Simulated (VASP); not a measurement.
# Zn (P6_3/mmc) in VASP: further runs, part 2 of 2

VASP 6.6.1. Earlier steps stand in the parts before.

### 3 Single point, revPBE

File INCAR:

```
SYSTEM = Zn
PREC = Accurate
ENCUT = 520
EDIFF = 1E-6
ISMEAR = -1
SIGMA = 0.1342
LREAL = .False.
LASPH = .True.
NELM = 100
ALGO = Normal
ISIF = 2
LWAVE = .False.
LCHARG = .True.
GGA = RE
LELF = .True.
LVHAR = .True.
NBANDS = 19
```

File KPOINTS:

```
regular mesh
0
Gamma
  8 8 4
  0 0 0
```

File POSCAR:

```
Zn
1.0
    1.2440980000      2.1548410000      0.0000000000
   -1.2440980000      2.1548410000      0.0000000000
    0.0000000000      0.0000000000      4.6924320000
Zn
2
Direct
    0.3333300000      0.3333400000      0.2500000000
    0.6666600000      0.6666700000      0.7500000000
```

Potentials or basis: VASP PAW PBE potentials, release 64 (Zn).

Run with:

```sh
> cat potpaw_PBE.64/Zn/POTCAR > POTCAR
> mpirun -np 1 vasp_std > vasp.out
```

OUTCAR:

```text
SYSTEM = Zn
   PREC = Accurate
   ENCUT = 520
   EDIFF = 1E-6
   ISMEAR = -1
   LREAL = .False.
   LASPH = .True.
   NELM = 100
   ISIF = 2
   GGA = RE

 ion  position               nearest neighbor table
   1  0.333  0.333  0.250-   2 2.75   2 2.75   2 2.75   2 2.75   2 2.75   2 2.75
   2  0.667  0.667  0.750-   1 2.75   1 2.75   1 2.75   1 2.75   1 2.75   1 2.75

  LATTYP: Found a hexagonal cell.
 ALAT       =     2.4881960471
 C/A-ratio  =     1.8858771219

  Lattice vectors:

 A1 = (   1.2440980000,  -2.1548410000,   0.0000000000)
 A2 = (   1.2440980000,   2.1548410000,   0.0000000000)
 A3 = (   0.0000000000,   0.0000000000,   4.6924320000)

Analysis of symmetry for initial positions (statically):
=====================================================================
 Subroutine PRICEL returns:
 Original cell was already a primitive cell.

 Routine SETGRP: Setting up the symmetry group for a
 hexagonal supercell.

 Subroutine GETGRP returns: Found  8 space group operations
 (whereof  2 operations were pure point group operations)
 out of a pool of 24 trial point group operations.

The static configuration has the point symmetry C_2 .
 The point group associated with its full space group is D_2h.

Analysis of symmetry for dynamics (positions and initial velocities):
=====================================================================
 Subroutine PRICEL returns:
 Original cell was already a primitive cell.

 Routine SETGRP: Setting up the symmetry group for a
 hexagonal supercell.

 Subroutine GETGRP returns: Found  8 space group operations
 (whereof  2 operations were pure point group operations)
 out of a pool of 24 trial point group operations.

The dynamic configuration has the point symmetry C_2 .
 The point group associated with its full space group is D_2h.

 Subroutine INISYM returns: Found  8 space group operations
[... 111 lines left out ...]
   EFERMI =   0.00;   METHOD = LEGACY
   ISMEAR =    -1;   SIGMA  =   0.13  broadening in eV -4-tet -1-fermi 0-gaus
   EFERMI_NEDOS =   21; number of points for ismear=-14 and -15
   IALGO  =     38    algorithm
   IMIX   =      4    mixing-type and parameters
     AMIX     =   0.40;   BMIX     =  1.00
     AMIX_MAG =   1.60;   BMIX_MAG =  1.00
  volume/ion in A,a.u.               =      12.58        84.89
  Fermi-wavevector in a.u.,A,eV,Ry     =   1.611558  3.045403 35.335958  2.597120
  Thomas-Fermi vector in A             =   2.706929
   LORBIT       =      0    0 simple, 1 ext, 2 COOP (PROOUT), +10 PAW based schemes
   GGA     = RE    functional components
   LHFCALC =     F    Hartree Fock is set to
   AEXX    =    0.0000 exact exchange contribution
   IVDW    =     0    specifies the selected vdW correction
   LEPSILON=     F    determine dielectric tensor
   LRPA    =     F    only Hartree local field effects (RPA)
 non-spin polarized calculation
  energy-cutoff  :      520.00
  volume of cell :       25.16
 maximum number of plane-waves:       690
   NGX =  9   NGY =  9   NGZ = 17

 number of electron      23.9999999 magnetization

 Free energy of the ion-electron system (eV)
  ---------------------------------------------------
  ext. energy  EPLUGINS =         0.00000000
  ---------------------------------------------------
  free energy    TOTEN  =        -1.16032780 eV

  energy without entropy =       -1.12722043  energy(sigma->0) =       -1.14377412

 E-fermi :   4.5324     XC(G=0): -12.4748

 val. band max:        4.4776965407   @ k =   0.3750  -0.0000   0.0000
 cond. band min:       4.5686478807   @ k =   0.3750  -0.3750   0.5000
 fundamental gap:      0.0909513400
 Fermi energy:         4.5324222051

 k-point     1 :       0.0000    0.0000    0.0000
  band No.  band energies     occupation
      1      -7.3198      2.00000
      2      -4.9392      2.00000
      3      -3.9166      2.00000
      4      -3.5465      2.00000
      5      -3.5465      2.00000
      6      -3.4785      2.00000
[... 505 lines left out ...]
      6      -3.4044      2.00000
[... 11 lines left out ...]
     18      24.3999      0.00000
     19      26.2260      0.00000

 [... further k-points ...]

------------------------ aborting loop because EDIFF is reached ----------------------------------------

  FORCE on cell =-STRESS in cart. coord.  units (eV):
  Direction    XX          YY          ZZ          XY          YZ          ZX
  --------------------------------------------------------------------------------------
  -------------------------------------------------------------------------------------
  Total        5.2858979      5.2859165      2.3360884      0.0000000      0.0000000      0.0000000
  in kB      336.6135148    336.6146959    148.7654420      0.0000000      0.0000000      0.0000000
  external PRESSURE =     273.9978842 kB  Pullay stress =       0.0000000 kB

 VOLUME and BASIS-vectors are now :
 -----------------------------------------------------------------------------
  energy-cutoff  :      520.00
  volume of cell :       25.16
      direct lattice vectors                 reciprocal lattice vectors
     1.244098000  2.154841000  0.000000000     0.401897600  0.232035682  0.000000000
    -1.244098000  2.154841000  0.000000000    -0.401897600  0.232035682  0.000000000
     0.000000000  0.000000000  4.692432000     0.000000000  0.000000000  0.213109108

 POSITION                                       TOTAL-FORCE (eV/Angst)
 -----------------------------------------------------------------------------------
     -0.00001      1.43657      1.17311         0.000000     -0.000014      0.000000
     -0.00001      2.87311      3.51932         0.000000      0.000014      0.000000
 -----------------------------------------------------------------------------------
    total drift:                               -0.000000      0.000000     -0.000000

  FREE ENERGIE OF THE ION-ELECTRON SYSTEM (eV)
  ---------------------------------------------------
  free  energy   TOTEN  =        -1.1603277967 eV

  energy  without entropy=       -1.1272204347  energy(sigma->0) =       -1.14377412
```

OSZICAR:

```text
N       E                     dE             d eps       ncg     rms          rms(c)
DAV:   1     0.109317570411E+03    0.10932E+03   -0.12292E+04  2594   0.210E+03
DAV:   2     0.331999677795E+01   -0.10600E+03   -0.10267E+03  2400   0.298E+02
DAV:   3    -0.141239043570E+01   -0.47324E+01   -0.47110E+01  2632   0.682E+01
DAV:   4    -0.143686754679E+01   -0.24477E-01   -0.24471E-01  2694   0.498E+00
DAV:   5    -0.143689340589E+01   -0.25859E-04   -0.25858E-04  2602   0.145E-01    0.628E+00
DAV:   6    -0.118129056227E+01    0.25560E+00   -0.85515E-01  2670   0.213E+01    0.428E+00
DAV:   7    -0.116635661041E+01    0.14934E-01   -0.30491E-02  3002   0.304E+00    0.202E+00
DAV:   8    -0.116031452468E+01    0.60421E-02   -0.18549E-03  3339   0.925E-01    0.462E-02
DAV:   9    -0.116032738521E+01   -0.12861E-04   -0.30714E-04  3017   0.215E-01    0.294E-02
DAV:  10    -0.116032819355E+01   -0.80834E-06   -0.21173E-05  2534   0.546E-02    0.418E-03
DAV:  11    -0.116032779670E+01    0.39685E-06   -0.93461E-08  1598   0.362E-03
   1 F= -.11603278E+01 E0= -.11437741E+01  d E =-.331074E-01
```

stdout:

```text
POSCAR found type information on POSCAR Zn
 POSCAR found :  1 types and       2 ions
 scaLAPACK will be used
 -----------------------------------------------------------------------------
|                                                                             |
|                                                                             |
|     You enforced a specific xc type in the INCAR file but a different       |
|     I HOPE YOU KNOW WHAT YOU ARE DOING!                                     |
|                                                                             |
 -----------------------------------------------------------------------------

 LDA part: xc-table for (Slater+PW92), standard interpolation
 POSCAR, INCAR and KPOINTS ok, starting setup
 FFT: planning ... GRIDC
 FFT: planning ... GRID_SOFT
 FFT: planning ... GRID
 WAVECAR not read
 entering main loop
```

Wall time 36 s (1 thread of Intel Xeon 8259CL, shared host); peak memory 0.15 GiB.

Results:

```yaml
Free_energy: -1.1603 eV
Pressure: 27.4 GPa
Band_gap_on_the_k_mesh: zero (band 12 reaches 6.12 eV, above the bottom of band 13 at 1.68 eV)
```

Caveat: the k points lie up to 0.36 Å⁻¹ apart; the PAW data sets were made with another functional, which shifts forces and pressure a little.

### 4 Single point, PBE

File INCAR:

```
SYSTEM = Zn
PREC     = Accurate       ! precision mode
ENCUT    = 520            ! plane-wave cutoff, eV
EDIFF    = 1E-7           ! SCF threshold, eV
ISMEAR   = -1             ! smearing method
SIGMA    = 0.1342         ! smearing width, eV
LREAL    = .False.        ! projectors in reciprocal space
LASPH    = .True.         ! aspherical terms in the spheres
NELM     = 80             ! most SCF steps
ALGO     = Normal         ! electronic algorithm
ISIF     = 2              ! what is computed and relaxed
LWAVE    = .False.        ! write WAVECAR
LCHARG   = .False.        ! write CHGCAR
GGA      = PE             ! functional
NBANDS   = 19             ! bands
```

File KPOINTS:

```
regular mesh
0
Gamma
  10 10 5
  0 0 0
```

POSCAR is that of step 3.

Run with:

```sh
> cat potpaw_PBE.64/Zn/POTCAR > POTCAR
> mpirun -np 1 vasp_std > vasp.out
```

Wall time 68 s (1 thread of Intel Xeon 8259CL, shared host); peak memory 0.16 GiB.

The run converged. Its results:

```
Free energy            : -1.9099 eV
Pressure               : 23.8 GPa
Band gap on the k mesh : zero (band 12 reaches 5.91 eV, above the bottom of band 13 at 1.56 eV)
```

Stress tensor (GPa, compression positive):
```
27.63  0.00  0.00
 0.00 27.63  0.00
 0.00  0.00 16.13
```

Levels at points of the mesh, in eV from the Fermi level:
```csv
k point,band 10,band 11,band 12,band 13,band 14,band 15
"(0.00, 0.00, 0.00)",-7.31,-7.31,-4.63,-2.92,14.94,19.02
"(0.50, 0.00, 0.00)",-7.03,-3.28,-2.07,3.20,3.88,5.41
"(0.50, 0.50, 0.00)",-7.03,-3.28,-2.07,3.20,3.88,5.41
```

### 5 The runs side by side

```tsv
level	k mesh	gap on the mesh (eV)	pressure (GPa)
PBE	8 × 8 × 4	none	24.2
revPBE	8 × 8 × 4	none	27.4
PBE	10 × 10 × 5	none	23.8
```

Alike in all rows: task single point; potentials or basis VASP PAW PBE potentials, release 64 (Zn); no spin polarisation; cell as given; cutoff (eV) 520; smearing fermi-dirac 0.1342 eV.

Caveats: some runs use coarse meshes; the PAW data sets were made with another functional, which shifts forces and pressure a little (some runs).

Absolute energies hang on the potentials; compare differences alone.
